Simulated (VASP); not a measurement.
A run of VASP 6.6.1:

File INCAR:

```
SYSTEM = SiW3
  PREC = Accurate
  ENCUT = 520
  EDIFF = 1E-6
  ISMEAR = 0
  SIGMA = 0.1
  LREAL = .False.
  LASPH = .True.
  NELM = 100
  ALGO = Fast
  ISIF = 2
  LWAVE = .False.
  LCHARG = .False.
  GGA = PE
  NBANDS = 31
```

The input KPOINTS:

```
Automatic mesh
0
Gamma
  6 6 6
  0 0 0
```

Contents of POSCAR:

```
SiW3
1.0
    0.0000000000      3.1227600651      3.1227600651
    3.1227600651      0.0000000000      3.1227600651
    3.1227600651      3.1227600651      0.0000000000
Si W
1 3
Direct
    0.0000000000      0.0000000000      0.0000000000
    0.7500000000      0.7500000000      0.7500000000
    0.5000000000      0.5000000000      0.5000000000
    0.2500000000      0.2500000000      0.2500000000
```

Potentials or basis: VASP PAW PBE potentials, release 64 (Si, W_sv).

Run with:

```sh
$ cat potpaw_PBE.64/Si/POTCAR potpaw_PBE.64/W_sv/POTCAR > POTCAR
$ mpirun -np 1 vasp_std > vasp.out
```

Hardware: 1 thread of Intel(R) Xeon(R) Platinum 8259CL CPU @ 2.50GHz (Skylake/Cascade Lake), with other jobs on the host.

**Question.** How long does it take, and how much memory?

**Answer.** Wall time 40 s on 1 thread of Intel(R) Xeon(R) Platinum 8259CL CPU @ 2.50GHz (Skylake/Cascade Lake) (shared host), peak memory 0.21 GiB. Counts: scf iterations 15, k points 16.
